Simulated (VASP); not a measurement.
A run of VASP 6.6.1:

The input POSCAR:

```
InSb
1.0
    0.0000000000      3.4575905712      3.4575905712
    3.4575905712      0.0000000000      3.4575905712
    3.4575905712      3.4575905712      0.0000000000
In Sb
1 1
Direct
    0.0000000000      0.0000000000      0.0000000000
    0.2500000000      0.2500000000      0.2500000000
```

Contents of INCAR.step1:

```
PREC = Accurate
ENCUT = 520
ISMEAR = -1
SIGMA = 0.02
LREAL = F
LASPH = T
NELM = 100
NBANDS = 16
GGA = PE
ALGO = Normal
EDIFF = 1E-4
LWAVE = T
LCHARG = F
```

The input INCAR.step2:

```
PREC = Accurate
ENCUT = 520
EDIFF = 1E-6
ISMEAR = -1
SIGMA = 0.02
LREAL = F
LASPH = T
NELM = 100
ALGO = Normal
ISIF = 2
LWAVE = F
LCHARG = T
METAGGA = R2SCAN
LMIXTAU = T
LELF = T
LVHAR = T
NBANDS = 16
ISTART = 1
```

KPOINTS

```
regular mesh
0
Gamma
  6 6 6
```

Potentials or basis: VASP PAW PBE potentials, release 64 (In_d, Sb).

Command:

```console
$ cat potpaw_PBE.64/In_d/POTCAR potpaw_PBE.64/Sb/POTCAR > POTCAR
$ cp INCAR.step1 INCAR
$ mpirun -np 1 vasp_std > vasp.out
$ cp INCAR.step2 INCAR
$ mpirun -np 1 vasp_std > vasp.out
```

Hardware: 1 thread of AMD EPYC 7R43 64-Core Processor (Zen 3) (shared host).

Q: How long does it take, and how much memory?

A: Run time: 120 s on 1 thread of AMD EPYC 7R43 64-Core Processor (Zen 3) (shared host), peak memory 0.18 GiB. Counts: k points 16.
